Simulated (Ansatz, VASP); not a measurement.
## TePb: VASP beside Ansatz

```xyz
2
Lattice="0.0000 3.2162 3.2162 3.2162 0.0000 3.2162 3.2162 3.2162 0.0000" Properties=species:S:1:pos:R:3 pbc="T T T"
Te    3.2162    3.2162    3.2162
Pb    0.0000    0.0000    0.0000
```

Change from the starting cell: volume scaled by 0.99, crystal datasets.

Alike in both runs: task electric field gradients; functional PBEsol; k mesh 10 × 10 × 10; occupations fermi-dirac, width 0.03 eV; no spin polarisation.

|  | VASP | Ansatz |
| --- | --- | --- |
| version | VASP 6.6.1 | Ansatz 0.2.0 |
| potentials or method | VASP PAW PBE potentials, release 64 (Te, Pb_d), cutoff 520 eV | all-electron PAW with datasets made for the crystal, scalar-relativistic |

```csv
,VASP,Ansatz,Ansatz less VASP
pressure (GPa),0.2,0.2,+0.03
```

VASP's potentials were made for PBE, not for PBEsol. Ansatz ran all-electron here, and VASP with PAW potentials.

Neither program's run includes spin-orbit coupling.
